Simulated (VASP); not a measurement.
Write the native input for VASP 6.6.1 that does the following.

| Item | Value |
| --- | --- |
| Task | single point |
| Functional | PBE |
| Potentials or basis | VASP PAW PBE potentials, release 64 (Si, C) |
| Cutoff | 520 eV |
| k mesh | 8 × 8 × 8 |
| Occupations | gaussian, width 0.02 eV |
| Spin | no spin polarisation |
| Dipole correction | no |
| Further INCAR settings | ALGO = Normal; EDIFF = 1e-07; NBANDS = 36 |

The structure of SiC lies in POSCAR:

```
SiC
1.0
   -3.1342658592      3.7798531336      2.7679589263
    3.1342658592     -3.7798531336      2.7679589263
    3.1342658592      3.7798531336     -2.7679589263
Si C
6 6
Direct
    0.3536841837      0.4054251645      0.7591093483
    0.1463158163      0.9054251645      0.0517409808
    0.8536841837      0.0945748355      0.9482590192
    0.6463158163      0.5945748355      0.2408906517
    0.7500000000      0.2500000000      0.5000000000
    0.2500000000      0.7500000000      0.5000000000
    0.3444449208      0.1043738477      0.4488187685
    0.1555550792      0.6043738477      0.7599289269
    0.2500000000      0.2500000000      0.0000000000
    0.7500000000      0.7500000000      0.0000000000
    0.8444449208      0.3956261523      0.2400710731
    0.6555550792      0.8956261523      0.5511812315
```

These files were run (other wordings do the same):

INCAR

```
PREC = Accurate
ENCUT = 520
EDIFF = 1E-7
ISMEAR = 0
SIGMA = 0.02
LREAL = F
LASPH = T
NELM = 100
ALGO = Normal
ISIF = 2
LWAVE = F
LCHARG = F
GGA = PE
NBANDS = 36
```

KPOINTS

```
Automatic mesh
0
Gamma
  8 8 8
```

Potentials or basis: VASP PAW PBE potentials, release 64 (Si, C).

Run with:

```bash
$ cat potpaw_PBE.64/Si/POTCAR potpaw_PBE.64/C/POTCAR > POTCAR
$ mpirun -np 1 vasp_std > vasp.out
```

Results of the run:

```yaml
Pressure: 0.0 GPa
Largest_force: 0.016 eV/Å
Band_gap_on_the_k_mesh: 1.07 eV, indirect (least direct gap 1.62 eV)
```

It took 8.4 min on 1 thread of Intel Xeon 6975P-C, on a shared host, peak memory 0.47 GiB.
